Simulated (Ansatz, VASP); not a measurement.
One calculation of Sn2Ge, two programs

The input INCAR:

```
PREC     = Accurate       # precision mode
ENCUT    = 520            # plane-wave cutoff, eV
EDIFF    = 1E-6           # SCF threshold, eV
ISMEAR   = -1             # smearing method
SIGMA    = 0.02           # smearing width, eV
LREAL    = F              # projectors in reciprocal space
LASPH    = T              # aspherical terms in the spheres
NELM     = 150            # most SCF steps
ALGO     = Normal         # electronic algorithm
ISIF     = 2              # what is computed and relaxed
LWAVE    = F              # write WAVECAR
LCHARG   = F              # write CHGCAR
MAGMOM   = 0 0 0 0 0 0 0 0 0 0 0 0 0 0 0 0 0 0 # initial moments
LORBIT   = 11             # projections on sites
LSORBIT  = T              # spin-orbit coupling
GGA_COMPAT= F            
LORBMOM  = T            
GGA      = PE             # functional
NBANDS   = 100            # bands
```

File KPOINTS:

```
Automatic mesh
0
Gamma
  6 6 2
```

Contents of POSCAR:

```
Sn2Ge
1.0
    4.4545878060      0.0000000000      0.0000000000
   -2.2272939030      3.8577862034      0.0000000000
    0.0000000000      0.0000000000     10.9318868037
Ge Sn
2 4
Direct
    0.6666666667      0.3333333333      0.5309644901
    0.3333333333      0.6666666667      0.4690355099
    0.3333333333      0.6666666667      0.2256414821
    0.0000000000      0.0000000000      0.8709647701
    0.0000000000      0.0000000000      0.1290352299
    0.6666666667      0.3333333333      0.7743585179
```

Input for Ansatz:

```yaml
crystal:
  lattice:
    - [4.454587806, 0.0, 0.0]
    - [-2.227293903, 3.8577862034, 0.0]
    - [0.0, 0.0, 10.9318868037]
  atoms:
    - { symbol: Ge, position: [0.6666666667, 0.3333333333, 0.5309644901] }
    - { symbol: Sn, position: [0.3333333333, 0.6666666667, 0.2256414821] }
    - { symbol: Sn, position: [0.0, 0.0, 0.8709647701] }
    - { symbol: Ge, position: [0.3333333333, 0.6666666667, 0.4690355099] }
    - { symbol: Sn, position: [0.0, 0.0, 0.1290352299] }
    - { symbol: Sn, position: [0.6666666667, 0.3333333333, 0.7743585179] }
kpoints:
  mp_grid: { grid: [6, 6, 2] }
  band_path:
    path:
      - [0.0, 0.0, 0.0]
      - [0.5, 0.0, 0.0]
      - [0.3333333333, 0.3333333333, 0.0]
      - [0.0, 0.0, 0.5]
      - [0.5, 0.0, 0.5]
      - [0.3333333333, 0.3333333333, 0.5]
    npoints: 1
hamiltonian:
  xc: pbe
scf:
  occupations: { method: fermi_dirac, width: 0.02 }
  n_extra_bands: 10
magnetization:
  noncollinear: true
  spin_orbit: true
output:
  forces: true
  stress: true
  eigenvalues: true
```

Alike in both runs: task single point; functional PBE; k mesh 6 × 6 × 2; occupations fermi-dirac, width 0.02 eV; non-collinear spin, spin-orbit coupling.

|  | VASP | Ansatz |
| --- | --- | --- |
| version | VASP 6.6.1 | Ansatz 0.2.0 |
| potentials or method | VASP PAW PBE potentials, release 64 (Ge_d, Sn_d) | plane waves, PAW |
| plane-wave cutoff (eV) | 520 | 420 |
| valence electrons in the cell | 84 | 84 |

```csv
,VASP,Ansatz,Ansatz less VASP
pressure (GPa),1.8,1.8,+0.01
rms of the force components (eV/Å),0.043,0.042,-0.0007
```
